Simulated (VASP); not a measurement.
# MoS2 (P-3m1) in VASP: single point with PBEsol

Aim: the single point of MoS2 with PBEsol.

All numbers are computed with VASP 6.6.1; they aren't measurements. Logs are shortened: lines on timing, memory, paths and dates and some standing lists are left out, and cuts for length are marked.

**1. The cell of the first run**

The structure is trigonal, space group P-3m1 (No. 164). The conventional cell has a = 3.227 Å, b = 3.227 Å, c = 6.312 Å, α = 90.00°, β = 90.00°, γ = 120.00°. Mo (site symmetry -3m) has 6 S at 2.42 Å and 6 Mo at 3.23 Å within 3.3 Å. Within 3.3 Å of S (site symmetry 3m) lie 3 Mo at 2.42 Å and 6 S at 3.23 Å.

**2. Single point, PBEsol**

The input, INCAR:

```
SYSTEM = MoS2
PREC = Accurate
ENCUT = 520
EDIFF = 1E-6
ISMEAR = 1
SIGMA = 0.1
LREAL = .False.
LASPH = .True.
NELM = 80
ALGO = Normal
ISIF = 2
LWAVE = .False.
LCHARG = .False.
GGA = PS
NBANDS = 20
```

The input, KPOINTS:

```
Automatic mesh
0
Gamma
  8 8 4
  0 0 0
```

The input, POSCAR:

```
MoS2
1.0
    3.2274600000      0.0000000000      0.0000000000
   -1.6137300000      2.7950700000      0.0000000000
    0.0000000000      0.0000000000      6.3124700000
Mo S
1 2
Direct
    0.0000000000      0.0000000000      0.5000000000
    0.3333333333      0.6666666667      0.2553200000
    0.6666666667      0.3333333333      0.7446800000
```

Potentials or basis: VASP PAW PBE potentials, release 64 (Mo_sv, S).

Started as:

```sh
cat potpaw_PBE.64/Mo_sv/POTCAR potpaw_PBE.64/S/POTCAR > POTCAR
mpirun -np 1 vasp_std > vasp.out
```

OUTCAR:

```text
SYSTEM = MoS2
   PREC = Accurate
   ENCUT = 520
   EDIFF = 1E-6
   ISMEAR = 1
   LREAL = .False.
   LASPH = .True.
   NELM = 80
   ISIF = 2
   GGA = PS

 ion  position               nearest neighbor table
   1  0.000  0.000  0.500-   2 2.42   3 2.42   3 2.42   2 2.42   3 2.42   2 2.42
   2  0.333  0.667  0.255-   1 2.42   1 2.42   1 2.42
   3  0.667  0.333  0.745-   1 2.42   1 2.42   1 2.42

  LATTYP: Found a hexagonal cell.
 ALAT       =     3.2274600000
 C/A-ratio  =     1.9558631246

  Lattice vectors:

 A1 = (   3.2274600000,   0.0000000000,   0.0000000000)
 A2 = (  -1.6137300000,   2.7950700000,   0.0000000000)
 A3 = (   0.0000000000,   0.0000000000,   6.3124700000)

Analysis of symmetry for initial positions (statically):
=====================================================================
 Subroutine PRICEL returns:
 Original cell was already a primitive cell.

 Routine SETGRP: Setting up the symmetry group for a
 hexagonal supercell.

 Subroutine GETGRP returns: Found 12 space group operations
 (whereof 12 operations were pure point group operations)
 out of a pool of 24 trial point group operations.

The static configuration has the point symmetry D_3d.

Analysis of symmetry for dynamics (positions and initial velocities):
=====================================================================
 Subroutine PRICEL returns:
 Original cell was already a primitive cell.

 Routine SETGRP: Setting up the symmetry group for a
 hexagonal supercell.

 Subroutine GETGRP returns: Found 12 space group operations
 (whereof 12 operations were pure point group operations)
 out of a pool of 24 trial point group operations.

The dynamic configuration has the point symmetry D_3d.

 Subroutine INISYM returns: Found 12 space group operations
 (whereof 12 operations are pure point group operations),
 and found     1 'primitive' translations

----------------------------------------------------------------------------------------

                                     Primitive cell

  volume of cell :      56.9446

  direct lattice vectors                    reciprocal lattice vectors
     3.227460000  0.000000000  0.000000000     0.309841175  0.178886396  0.000000000
    -1.613730000  2.795070000  0.000000000     0.000000000  0.357772793  0.000000000
     0.000000000  0.000000000  6.312470000     0.000000000  0.000000000  0.158416594

  length of vectors
     3.227460000  3.227466625  6.312470000     0.357773527  0.357772793  0.158416594

  position of ions in fractional coordinates (direct lattice)
[... 81 lines left out ...]
   EDIFF  = 0.1E-05   stopping-criterion for ELM
   LREAL  =      F    real-space projection
   EDIFFG = 0.1E-04   stopping-criterion for IOM
   NSW    =      0    number of steps for IOM
   IBRION =     -1    ionic relax: 0-MD 1-quasi-New 2-CG
   NFREE  =      0    steps in history (QN), initial steepest desc. (CG)
   ISIF   =      2    stress and relaxation
   ISYM   =      2    0-nonsym 1-usesym 2-fastsym
   POTIM  = 0.5000    time-step for ionic-motion
   TEBEG  =    0.0;   TEEND  =   0.0 temperature during run
   PSTRESS=    0.0 pullay stress
   NELECT =      26.0000    total number of electrons
   NUPDOWN=      -1.0000    fix difference up-down
   EMIN   =  10.00;   EMAX   =-10.00  energy-range for DOS
   EFERMI =   0.00;   METHOD = LEGACY
   ISMEAR =     1;   SIGMA  =   0.10  broadening in eV -4-tet -1-fermi 0-gaus
   EFERMI_NEDOS =   21; number of points for ismear=-14 and -15
   IALGO  =     38    algorithm
   IMIX   =      4    mixing-type and parameters
     AMIX     =   0.40;   BMIX     =  1.00
     AMIX_MAG =   1.60;   BMIX_MAG =  1.00
  volume/ion in A,a.u.               =      18.98       128.09
  Fermi-wavevector in a.u.,A,eV,Ry     =   1.260613  2.382212 21.621619  1.589144
  Thomas-Fermi vector in A             =   2.394113
   LORBIT       =      0    0 simple, 1 ext, 2 COOP (PROOUT), +10 PAW based schemes
   GGA     = PS    functional components
   LHFCALC =     F    Hartree Fock is set to
   AEXX    =    0.0000 exact exchange contribution
   IVDW    =     0    specifies the selected vdW correction
   LEPSILON=     F    determine dielectric tensor
   LRPA    =     F    only Hartree local field effects (RPA)
 non-spin polarized calculation
 Methfessel and Paxton  Order N= 1 SIGMA  =   0.10
  energy-cutoff  :      520.00
  volume of cell :       56.94
 maximum number of plane-waves:      1552
   NGX = 13   NGY = 13   NGZ = 23

 number of electron      26.0000001 magnetization

 Free energy of the ion-electron system (eV)
  ---------------------------------------------------
  ext. energy  EPLUGINS =         0.00000000
  ---------------------------------------------------
  free energy    TOTEN  =       -22.55939878 eV

  energy without entropy =      -22.55744013  energy(sigma->0) =      -22.55874590

 E-fermi :   6.8281     XC(G=0): -10.6250

 val. band max:        6.8255438664   @ k =   0.2500   0.2500   0.5000
 cond. band min:       6.8576432403   @ k =   0.1250   0.0000   0.0000
 fundamental gap:      0.0320993739
 Fermi energy:         6.8281407256

 k-point     1 :       0.0000    0.0000    0.0000
  band No.  band energies     occupation
      1     -54.8446      2.00000
      2     -28.9059      2.00000
      3     -28.8795      2.00000
      4     -28.8795      2.00000
      5      -7.9891      2.00000
      6      -6.5269      2.00000
[... 541 lines left out ...]
     19      14.1064      0.00000
     20      15.5653      0.00000

 [... further k-points ...]

------------------------ aborting loop because EDIFF is reached ----------------------------------------

  FORCE on cell =-STRESS in cart. coord.  units (eV):
  Direction    XX          YY          ZZ          XY          YZ          ZX
  --------------------------------------------------------------------------------------
  -------------------------------------------------------------------------------------
  Total       -1.5920649     -1.5920736     -0.4397601      0.0000000     -0.0000000      0.0000000
  in kB      -44.7938565    -44.7941018    -12.3729570      0.0000000     -0.0000000      0.0000000
  external PRESSURE =     -33.9869718 kB  Pullay stress =       0.0000000 kB

 VOLUME and BASIS-vectors are now :
 -----------------------------------------------------------------------------
  energy-cutoff  :      520.00
  volume of cell :       56.94
      direct lattice vectors                 reciprocal lattice vectors
     3.227460000  0.000000000  0.000000000     0.309841175  0.178886396  0.000000000
    -1.613730000  2.795070000  0.000000000     0.000000000  0.357772793  0.000000000
     0.000000000  0.000000000  6.312470000     0.000000000  0.000000000  0.158416594

 POSITION                                       TOTAL-FORCE (eV/Angst)
 -----------------------------------------------------------------------------------
      0.00000      0.00000      3.15624        -0.000000      0.000000      0.000000
     -0.00000      1.86338      1.61170         0.000000     -0.000000     -0.009193
      1.61373      0.93169      4.70077        -0.000000      0.000000      0.009193
 -----------------------------------------------------------------------------------
    total drift:                                0.000000      0.000000      0.000000

  FREE ENERGIE OF THE ION-ELECTRON SYSTEM (eV)
  ---------------------------------------------------
  free  energy   TOTEN  =       -22.5593987777 eV

  energy  without entropy=      -22.5574401342  energy(sigma->0) =      -22.55874590
```

stdout:

```text
POSCAR found type information on POSCAR MoS
 POSCAR found :  2 types and       3 ions
 scaLAPACK will be used
 -----------------------------------------------------------------------------
|                                                                             |
|                                                                             |
|     You enforced a specific xc type in the INCAR file but a different       |
|     I HOPE YOU KNOW WHAT YOU ARE DOING!                                     |
|                                                                             |
 -----------------------------------------------------------------------------

 LDA part: xc-table for (Slater+PW92), standard interpolation
 POSCAR, INCAR and KPOINTS ok, starting setup
 FFT: planning ... GRIDC
 FFT: planning ... GRID_SOFT
 FFT: planning ... GRID
 WAVECAR not read
 entering main loop
```

Wall time 52 s (1 thread of Intel Xeon 8259CL, shared host); peak memory 0.19 GiB.

What came out:

* Free energy: -22.5594 eV
* Pressure: -3.4 GPa
* Largest force: 0.009 eV/Å
* Band gap on the k mesh: zero (bands 13 and 14 overlap by 0.55 eV)

Forces on the atoms (eV/Å):
```
Mo   0.000  0.000  0.000
S    0.000  0.000 -0.009
S    0.000  0.000  0.009
```

Stress tensor (GPa, compression positive):
```
-4.48  0.00  0.00
 0.00 -4.48  0.00
 0.00  0.00 -1.24
```

Caveat: the cell stands under tension; the PAW data sets were made with another functional, which shifts forces and pressure a little; this functional lacks dispersion, which binds the layers, so the pressure and a relaxed spacing across them are unreliable.
